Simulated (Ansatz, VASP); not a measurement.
**One calculation of MgO, two programs**

```xyz
2
Lattice="0.0000 2.1351 2.1351 2.1351 0.0000 2.1351 2.1351 2.1351 0.0000" Properties=species:S:1:pos:R:3 pbc="T T T"
Mg    0.0000    0.0000    0.0000
O     2.1351    2.1351    1.8351
```

Alike in both runs: task single point; functional PBEsol; k mesh 10 × 10 × 10; occupations gaussian, width 0.05 eV; no spin polarisation.

|  | VASP | Ansatz |
| --- | --- | --- |
| version | VASP 6.6.1 | Ansatz 0.2.0 |
| potentials or method | VASP PAW PBE potentials, release 64 (Mg, O), cutoff 520 eV | scalar-relativistic, plane waves, PAW |
| valence electrons in the cell | 8 | 16 |

|  | VASP | Ansatz | Ansatz less VASP |
| --- | --- | --- | --- |
| gap on the k mesh at the Fermi level (eV) | 4.24 | 4.23 | -0.003 |
| least direct gap on the mesh (eV) | 4.24 | 4.23 | -0.003 |
| pressure (GPa) | 2.4 | 2.7 | +0.30 |
| traceless stress, the component that is largest in VASP (GPa) | 20.19 | 19.83 | -0.363 |
| rms of the force components (eV/Å) | 1.347 | 1.326 | -0.0214 |

VASP's potentials were made for PBE, not for PBEsol. Atom by atom the forces differ by 0.021 eV/Å (rms over components). With one functional, cell and mesh, what is left measures potentials, basis and numerics. VASP's potentials hold 8 valence electrons a cell and Ansatz's 16, so a difference there can come from the potentials and not from the codes.
